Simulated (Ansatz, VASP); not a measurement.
# Two plane-wave programs on Sb

```
Sb
1.0
    -1.89538    1.89538    1.89538
     1.89538   -1.89538    1.89538
     1.89538    1.89538   -1.89538
Sb
1
Direct
  0.00000 0.00000 0.00000
```

Alike in both runs: functional PBE; k mesh 16 × 16 × 16; occupations gaussian, width 0.1 eV; no spin polarisation.

Ansatz relaxed the structure, and its values are those at the end. VASP's run is a single point on that final structure, the one shown.

|  | VASP | Ansatz |
| --- | --- | --- |
| version | VASP 6.6.1 | Ansatz 0.2.0 |
| potentials or method | VASP PAW PBE potentials, release 64 (Sb), cutoff 520 eV | scalar-relativistic, plane waves, PAW |
| valence electrons in the cell | 5 | 15 |

VASP gave:

| Item | Value |
| --- | --- |
| gap on the k mesh at the Fermi level (eV) | none |
| pressure (GPa) | -0.1 |

Question: Estimate Ansatz's values.

Answer: gap on the k mesh at the Fermi level (eV): none; pressure (GPa): 0.1.

A gap of «none» marks a metal or a gap that the smearing closes. VASP's potentials hold 5 valence electrons a cell and Ansatz's 15, so a difference there can come from the potentials and not from the codes.

Neither program's run includes spin-orbit coupling.
